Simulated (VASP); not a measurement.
Li, 2 atoms in the cell. The structure is hexagonal, space group P6_3/mmc (No. 194). Conventional cell: a = 3.111 Å, b = 3.111 Å, c = 5.093 Å, α = 90.00°, β = 90.00°, γ = 120.00°. Within 4.1 Å of Li (site symmetry -6m2) lie 12 Li at 3.11 to 3.12 Å. 

| Quantity | Value |
| --- | --- |
| Program | VASP 6.6.1 |
| Task | relaxation of cell and atoms |
| Functional | LDA |
| Potentials or basis | VASP PAW LDA potentials, release 64 (Li_sv) |
| Cutoff | 600 eV |
| k mesh | 9 × 9 × 5 |
| Occupations | methfessel-paxton, width 0.1 eV |
| Spin | no spin polarisation |
| Dipole correction | no |
| Further INCAR settings | ALGO = Normal; EDIFF = 1e-06; IBRION = 2; EDIFFG = -0.01; NSW = 50; ISIF = 3 |

Potentials or basis: VASP PAW LDA potentials, release 64 (Li_sv).

The run is started by

```sh
$ cat potpaw_LDA.64/Li_sv/POTCAR > POTCAR
$ mpirun -np 1 vasp_std > vasp.out
```

Hardware: 1 thread of Intel(R) Xeon(R) Platinum 8259CL CPU @ 2.50GHz (Skylake/Cascade Lake), on a shared host.

Question: How long does it take, and how much memory?

Answer: Run time: 72 s on 1 thread of Intel(R) Xeon(R) Platinum 8259CL CPU @ 2.50GHz (Skylake/Cascade Lake), on a shared host, peak memory 0.15 GiB. Counts: scf iterations 47, k points 36, ion steps 7.
